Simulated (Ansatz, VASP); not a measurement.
## Ag in VASP and in Ansatz

The input INCAR:

```
  PREC = Accurate
  ENCUT = 520
  EDIFF = 1E-7
  ISMEAR = -1
  SIGMA = 0.08
  LREAL = F
  LASPH = T
  NELM = 100
  ALGO = Normal
  ISIF = 2
  LWAVE = F
  LCHARG = F
  GGA = PS
  NBANDS = 18
```

The input KPOINTS:

```
Automatic mesh
0
Gamma
  13 13 13
```

POSCAR

```
Ag
1.0
    0.0000000000      2.6805703855      2.6805703855
    2.6805703855      0.0000000000      2.6805703855
    2.6805703855      2.6805703855      0.0000000000
Ag
2
Direct
   -0.1250000000     -0.1250000000     -0.1250000000
    0.1250000000      0.1250000000      0.1250000000
```

Input for Ansatz:

```yaml
crystal:
  lattice:
    - [0.0, 2.6805703855, 2.6805703855]
    - [2.6805703855, 0.0, 2.6805703855]
    - [2.6805703855, 2.6805703855, 0.0]
  atoms:
    - { symbol: Ag, position: [-0.125, -0.125, -0.125] }
    - { symbol: Ag, position: [0.125, 0.125, 0.125] }
kpoints:
  mp_grid: { grid: [13, 13, 13] }
scf:
  occupations: { method: fermi_dirac, width: 0.08 }
hamiltonian:
  xc: pbesol
  pseudopotentials: { kind: paw }
output:
  forces: true
  stress: true
  eigenvalues: true
  populations: true
  write_density: true
  write_potential: true
  elf: true
  volumetric_format: npy
```

Change from the starting cell: volume scaled by 0.7, PAW files.

Alike in both runs: task single point; functional PBEsol; k mesh 13 × 13 × 13; occupations fermi-dirac, width 0.08 eV; no spin polarisation.

```csv
,VASP,Ansatz
version,VASP 6.6.1,Ansatz 0.2.0
potentials or method,"VASP PAW PBE potentials, release 64 (Ag)","PAW with Ansatz's default frozen-core files, scalar-relativistic"
plane-wave cutoff (eV),520,420
valence electrons in the cell,22,38
```

|  | VASP | Ansatz | Ansatz less VASP |
| --- | --- | --- | --- |
| pressure (GPa) | 39.4 | 40.2 | +0.85 |

VASP's potentials were made for PBE, not for PBEsol. Both programs put the cell under a high pressure, so it lies far from rest at this level. VASP's potentials hold 22 valence electrons a cell and Ansatz's 38, so a difference there can come from the potentials and not from the codes.
